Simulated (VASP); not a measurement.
# Ta2Se5 (P6/mmm) in VASP: a series of runs

Ta2Se5 is run at these levels: PBE; tasks: single point, relaxation of cell and atoms.

All numbers are computed with VASP 6.6.1; they aren't measurements. Logs are shortened: lines on timing, memory, paths and dates and some standing lists are left out, and cuts for length are marked.

### Step 1. The cell of the first run

Symmetry: P6/mmm, No. 191, hexagonal system. Conventional cell: a = 4.914 Å, b = 4.914 Å, c = 7.861 Å, α = 90.00°, β = 90.00°, γ = 120.00°. Ta (site symmetry 6mm) has 1 Ta at 2.26 Å and 7 Se at 2.80 to 3.05 Å within 3.1 Å. Within 3.7 Å of Se (site symmetry -6m2) lie 3 Se at 2.84 Å and 6 Ta at 3.05 Å. Within 3.7 Å of Se (site symmetry -6m2) lie 6 Se at 2.84 Å. Se (site symmetry 6/mmm) has 2 Ta at 2.80 Å and 6 Se at 2.84 Å within 3.7 Å.

The cell was built from a structure type or drawn by symmetry, and may not be a known phase.

### Step 2. Single point, PBE

Contents of INCAR:

```
SYSTEM = Ta2Se5
  PREC = Accurate
  ENCUT = 520
  EDIFF = 1E-6
  ISMEAR = 0
  SIGMA = 0.1
  LREAL = .FALSE.
  LASPH = .TRUE.
  NELM = 80
  ALGO = Normal
  ISIF = 2
  LWAVE = .FALSE.
  LCHARG = .TRUE.
  GGA = PE
  LELF = .TRUE.
  LVHAR = .TRUE.
  NBANDS = 35
```

Contents of KPOINTS:

```
regular mesh
0
G
  6 6 4
  0 0 0
```

Contents of POSCAR:

```
Ta2Se5
1.0
    4.9144230292     -0.0000000027      0.0000000000
   -2.4572115123      4.2560151896      0.0000000000
    0.0000000000      0.0000000000      7.8612776330
Ta Se
2 5
Direct
    0.0000000000      0.0000000000      0.8561463326
    0.0000000000      0.0000000000      0.1438536674
    0.3333333333      0.6666666667      0.0000000000
    0.6666666667      0.3333333333      0.0000000000
    0.3333333333      0.6666666667      0.5000000000
    0.6666666667      0.3333333333      0.5000000000
    0.0000000000      0.0000000000      0.5000000000
```

Potentials or basis: VASP PAW PBE potentials, release 64 (Ta_pv, Se).

Run with:

```sh
$ cat potpaw_PBE.64/Ta_pv/POTCAR potpaw_PBE.64/Se/POTCAR > POTCAR
$ mpirun -np 1 vasp_std > vasp.out
```

OUTCAR:

```text
SYSTEM = Ta2Se5
   PREC = Accurate
   ENCUT = 520
   EDIFF = 1E-6
   ISMEAR = 0
   LREAL = .FALSE.
   LASPH = .TRUE.
   NELM = 80
   ISIF = 2
   GGA = PE

 ion  position               nearest neighbor table
   1  0.000  0.000  0.856-   2 2.26   7 2.80   4 3.05   3 3.05   4 3.05   3 3.05   4 3.05   3 3.05

   2  0.000  0.000  0.144-   1 2.26   7 2.80   4 3.05   3 3.05   4 3.05   3 3.05   4 3.05   3 3.05

   3  0.333  0.667  0.000-   1 3.05   2 3.05   1 3.05   2 3.05   1 3.05   2 3.05
   4  0.667  0.333  0.000-   1 3.05   2 3.05   1 3.05   2 3.05   1 3.05   2 3.05
   5  0.333  0.667  0.500-
   6  0.667  0.333  0.500-
   7  0.000  0.000  0.500-   1 2.80   2 2.80

  LATTYP: Found a hexagonal cell.
 ALAT       =     4.9144230292
 C/A-ratio  =     1.5996338912

  Lattice vectors:

 A1 = (   4.9144230292,  -0.0000000027,   0.0000000000)
 A2 = (  -2.4572115123,   4.2560151896,   0.0000000000)
 A3 = (   0.0000000000,   0.0000000000,   7.8612776330)

Analysis of symmetry for initial positions (statically):
=====================================================================
 Subroutine PRICEL returns:
 Original cell was already a primitive cell.

 Routine SETGRP: Setting up the symmetry group for a
 hexagonal supercell.

 Subroutine GETGRP returns: Found 24 space group operations
 (whereof 24 operations were pure point group operations)
 out of a pool of 24 trial point group operations.

The static configuration has the point symmetry D_6h.

Analysis of symmetry for dynamics (positions and initial velocities):
=====================================================================
 Subroutine PRICEL returns:
 Original cell was already a primitive cell.

 Routine SETGRP: Setting up the symmetry group for a
 hexagonal supercell.

 Subroutine GETGRP returns: Found 24 space group operations
 (whereof 24 operations were pure point group operations)
 out of a pool of 24 trial point group operations.

The dynamic configuration has the point symmetry D_6h.

 Subroutine INISYM returns: Found 24 space group operations
 (whereof 24 operations are pure point group operations),
 and found     1 'primitive' translations

----------------------------------------------------------------------------------------

                                     Primitive cell

  volume of cell :     164.4254

  direct lattice vectors                    reciprocal lattice vectors
     4.914423029 -0.000000003  0.000000000     0.203482686  0.117480784  0.000000000
    -2.457211512  4.256015190  0.000000000     0.000000000  0.234961568  0.000000000
     0.000000000  0.000000000  7.861277633     0.000000000  0.000000000  0.127205786

  length of vectors
     4.914423029  4.914423029  7.861277633     0.234961568  0.234961568  0.127205786

  position of ions in fractional coordinates (direct lattice)
     0.000000000  0.000000000  0.856146333
     0.000000000  0.000000000  0.143853667
     0.333333333  0.666666667  0.000000000
     0.666666667  0.333333333  0.000000000
     0.333333333  0.666666667  0.500000000
     0.666666667  0.333333333  0.500000000
     0.000000000  0.000000000  0.500000000

  ion indices of the primitive-cell ions
   primitive index   ion index
                 1           1
                 2           2
                 3           3
                 4           4
                 5           5
                 6           6
                 7           7

----------------------------------------------------------------------------------------

 KPOINTS: regular mesh

Automatic generation of k-mesh.
 Grid dimensions read from file:
 generate k-points for:    6    6    4

 Generating k-lattice:

  Cartesian coordinates                     Fractional coordinates (reciprocal lattice)
     0.033913781  0.019580131  0.000000000     0.166666667  0.000000000  0.000000000
     0.000000000  0.039160261  0.000000000     0.000000000  0.166666667  0.000000000
     0.000000000  0.000000000  0.031801446     0.000000000  0.000000000  0.250000000

  Length of vectors
     0.039160261  0.039160261  0.031801446

  Shift w.r.t. Gamma in fractional coordinates (k-lattice)
     0.000000000  0.000000000  0.000000000

 Subroutine IBZKPT returns following result:
 ===========================================

 Found     21 irreducible k-points:

 Following reciprocal coordinates:
            Coordinates               Weight
  0.000000  0.000000  0.000000      1.000000
  0.166667 -0.000000  0.000000      6.000000
  0.333333 -0.000000  0.000000      6.000000
  0.500000 -0.000000  0.000000      3.000000
  0.166667  0.166667  0.000000      6.000000
  0.333333  0.166667  0.000000     12.000000
[... 13 lines left out ...]
  0.333333  0.166667  0.500000     12.000000
  0.333333  0.333333  0.500000      2.000000
   k-points           NKPTS =     21   k-points in BZ     NKDIM =     21   number of bands    NBANDS=     35
   number of dos      NEDOS =    301   number of ions     NIONS =      7
   total plane-waves  NPLWV =  96000
   dimension x,y,z NGX =    40 NGY =   40 NGZ =   60
   dimension x,y,z NGXF=    80 NGYF=   80 NGZF=  120
   ions per type =               2   5
   NGX,Y,Z   is equivalent  to a cutoff of  13.53, 13.53, 12.69 a.u.
   NGXF,Y,Z  is equivalent  to a cutoff of  27.06, 27.06, 25.38 a.u.
 SYSTEM =  Ta2Se5
   PREC   = accura    normal or accurate (medium, high low for compatibility)
   ISTART =      0    job   : 0-new  1-cont  2-samecut
   ICHARG =      2    charge: 1-file 2-atom 10-const
   ISPIN  =      1    spin polarized calculation?
   LNONCOLLINEAR =      F non collinear calculations
   LSORBIT =      F    spin-orbit coupling
   LASPH  =      T    aspherical Exc in radial PAW
   ENCUT  =  520.0 eV  38.22 Ry    6.18 a.u.   9.14  9.14 14.62*2*pi/ulx,y,z
   NELM   =     80;   NELMIN=  2; NELMDL= -5     # of ELM steps
   EDIFF  = 0.1E-05   stopping-criterion for ELM
   LREAL  =      F    real-space projection
   EDIFFG = 0.1E-04   stopping-criterion for IOM
   NSW    =      0    number of steps for IOM
   IBRION =     -1    ionic relax: 0-MD 1-quasi-New 2-CG
   NFREE  =      0    steps in history (QN), initial steepest desc. (CG)
   ISIF   =      2    stress and relaxation
   ISYM   =      2    0-nonsym 1-usesym 2-fastsym
   POTIM  = 0.5000    time-step for ionic-motion
   TEBEG  =    0.0;   TEEND  =   0.0 temperature during run
   PSTRESS=    0.0 pullay stress
   NELECT =      52.0000    total number of electrons
   NUPDOWN=      -1.0000    fix difference up-down
   EMIN   =  10.00;   EMAX   =-10.00  energy-range for DOS
   EFERMI =   0.00;   METHOD = LEGACY
   ISMEAR =     0;   SIGMA  =   0.10  broadening in eV -4-tet -1-fermi 0-gaus
   EFERMI_NEDOS =   21; number of points for ismear=-14 and -15
   IALGO  =     38    algorithm
   IMIX   =      4    mixing-type and parameters
     AMIX     =   0.40;   BMIX     =  1.00
     AMIX_MAG =   1.60;   BMIX_MAG =  1.00
  volume/ion in A,a.u.               =      23.49       158.51
  Fermi-wavevector in a.u.,A,eV,Ry     =   1.115372  2.107747 16.926386  1.244054
  Thomas-Fermi vector in A             =   2.251976
   LORBIT       =      0    0 simple, 1 ext, 2 COOP (PROOUT), +10 PAW based schemes
   GGA     = PE    functional components
   LHFCALC =     F    Hartree Fock is set to
   AEXX    =    0.0000 exact exchange contribution
   IVDW    =     0    specifies the selected vdW correction
   LEPSILON=     F    determine dielectric tensor
   LRPA    =     F    only Hartree local field effects (RPA)
 non-spin polarized calculation
 Gauss-broadening in eV      SIGMA  =   0.10
  energy-cutoff  :      520.00
  volume of cell :      164.43
 maximum number of plane-waves:      4454
 NGX is ok and might be reduce to    40
   NGX = 19   NGY = 19   NGZ = 29

 number of electron      52.0000003 magnetization

 Free energy of the ion-electron system (eV)
  ---------------------------------------------------
  ext. energy  EPLUGINS =         0.00000000
  ---------------------------------------------------
  free energy    TOTEN  =       -35.71961964 eV

  energy without entropy =      -35.69868415  energy(sigma->0) =      -35.70915190

 E-fermi :   4.6371     XC(G=0): -10.0385

 val. band max:        4.6319926925   @ k =   0.3333   0.3333   0.0000
 cond. band min:       4.6429038215   @ k =   0.3333   0.1667   0.5000
 fundamental gap:      0.0109111291
 Fermi energy:         4.6370809617

 k-point     1 :       0.0000    0.0000    0.0000
  band No.  band energies     occupation
      1     -31.3600      2.00000
      2     -30.7712      2.00000
      3     -30.7712      2.00000
      4     -30.4245      2.00000
      5     -30.4245      2.00000
      6     -28.9208      2.00000
[... 27 lines left out ...]
     34       6.6831      0.00000
     35       8.3319      0.00000

 k-point     2 :       0.1667   -0.0000    0.0000
  band No.  band energies     occupation
      1     -31.3599      2.00000
      2     -30.7722      2.00000
      3     -30.7714      2.00000
      4     -30.4249      2.00000
      5     -30.4246      2.00000
      6     -28.9208      2.00000
[... 27 lines left out ...]
     34       6.8880      0.00000
     35       7.2751      0.00000

 k-point     3 :       0.3333   -0.0000    0.0000
  band No.  band energies     occupation
      1     -31.3596      2.00000
      2     -30.7743      2.00000
      3     -30.7719      2.00000
      4     -30.4259      2.00000
      5     -30.4248      2.00000
      6     -28.9207      2.00000
[... 27 lines left out ...]
     34       6.8193      0.00000
     35       6.9714      0.00000
[... 609 lines left out ...]
 k-point    20 :       0.3333    0.1667    0.5000
  band No.  band energies     occupation
      1     -31.3591      2.00000
      2     -30.7748      2.00000
      3     -30.7727      2.00000
      4     -30.4262      2.00000
      5     -30.4252      2.00000
      6     -28.9213      2.00000
[... 27 lines left out ...]
     34       6.9352      0.00000
     35       7.4709      0.00000

 k-point    21 :       0.3333    0.3333    0.5000
  band No.  band energies     occupation
      1     -31.3591      2.00000
      2     -30.7741      2.00000
      3     -30.7741      2.00000
      4     -30.4258      2.00000
      5     -30.4258      2.00000
      6     -28.9213      2.00000
[... 27 lines left out ...]
     34       6.3504      0.00000
     35       6.3678      0.00000

------------------------ aborting loop because EDIFF is reached ----------------------------------------

  FORCE on cell =-STRESS in cart. coord.  units (eV):
  Direction    XX          YY          ZZ          XY          YZ          ZX
  --------------------------------------------------------------------------------------
  -------------------------------------------------------------------------------------
  Total        0.0427787      0.0427787      0.4584124     -0.0000000     -0.0000000      0.0000000
  in kB        0.4168402      0.4168402      4.4668161     -0.0000000     -0.0000000      0.0000000
  external PRESSURE =       1.7668322 kB  Pullay stress =       0.0000000 kB

 VOLUME and BASIS-vectors are now :
 -----------------------------------------------------------------------------
  energy-cutoff  :      520.00
  volume of cell :      164.43
      direct lattice vectors                 reciprocal lattice vectors
     4.914423029 -0.000000003  0.000000000     0.203482686  0.117480784  0.000000000
    -2.457211512  4.256015190  0.000000000     0.000000000  0.234961568  0.000000000
     0.000000000  0.000000000  7.861277633     0.000000000  0.000000000  0.127205786

 POSITION                                       TOTAL-FORCE (eV/Angst)
 -----------------------------------------------------------------------------------
      0.00000      0.00000      6.73040        -0.000000      0.000000     -0.137662
      0.00000      0.00000      1.13087         0.000000      0.000000      0.137662
      0.00000      2.83734      0.00000        -0.000000     -0.000000      0.000000
      2.45721      1.41867      0.00000         0.000000      0.000000     -0.000000
      0.00000      2.83734      3.93064        -0.000000      0.000000     -0.000000
      2.45721      1.41867      3.93064         0.000000     -0.000000     -0.000000
      0.00000      0.00000      3.93064        -0.000000      0.000000     -0.000000
 -----------------------------------------------------------------------------------
    total drift:                                0.000000     -0.000000     -0.000000

  FREE ENERGIE OF THE ION-ELECTRON SYSTEM (eV)
  ---------------------------------------------------
  free  energy   TOTEN  =       -35.7196196445 eV

  energy  without entropy=      -35.6986841474  energy(sigma->0) =      -35.70915190
```

It took 94 s on 1 thread of AMD EPYC 9R45 (Zen 5), shared host; peak memory 0.32 GiB.

Results:

```
Free energy            : -35.7196 eV
Pressure               : 0.2 GPa
Largest force          : 0.138 eV/Å
Band gap on the k mesh : zero (bands 26 and 27 overlap by 0.71 eV)
```

Forces on the atoms (eV/Å):
```
Ta   0.000  0.000 -0.138
Ta   0.000  0.000  0.138
Se   0.000  0.000  0.000
Se   0.000  0.000  0.000
Se   0.000  0.000  0.000
Se   0.000  0.000  0.000
Se   0.000  0.000  0.000
```

Caveat: spin-orbit coupling is left out, which moves the levels of the heavy elements.

(Continued in part 2 of 2.)
